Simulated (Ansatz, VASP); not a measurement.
# One calculation of CdAg2, two programs

```
Cd Ag
1.0
     0.00000    3.94012    3.94012
     3.94012    0.00000    3.94012
     3.94012    3.94012    0.00000
Cd Ag
2 4
Direct
  0.00000 0.00000 0.00000
  0.25000 0.25000 0.25000
  0.62500 0.62500 0.62500
  0.12500 0.62500 0.62500
  0.62500 0.62500 0.12500
  0.62500 0.12500 0.62500
```

Change from the starting cell: species swapped into the SrIr2 type (Fd-3m, No. 227).

Alike in both runs: task relaxation of cell and atoms; functional PBE; k mesh 8 × 8 × 8; occupations gaussian, width 0.1 eV; no spin polarisation.

|  | VASP | Ansatz |
| --- | --- | --- |
| version | VASP 6.6.1 | Ansatz 0.2.0 |
| potentials or method | VASP PAW PBE potentials, release 64 (Cd, Ag), cutoff 600 eV | scalar-relativistic, plane waves, PAW |
| valence electrons in the cell | 68 | 116 |

|  | VASP | Ansatz | Ansatz less VASP |
| --- | --- | --- | --- |
| gap on the k mesh at the Fermi level, each at its own relaxed structure (eV) | none | none | - |
| relaxed volume (Å³/atom) | 20.22 | 20.24 | +0.027 |
| relaxed cell length with the largest relative difference (Å) | 5.556 | 5.559 | +0.0025 |

A gap of «none» marks a metal or a gap that the smearing closes. VASP's potentials hold 68 valence electrons a cell and Ansatz's 116, so a difference there can come from the potentials and not from the codes.
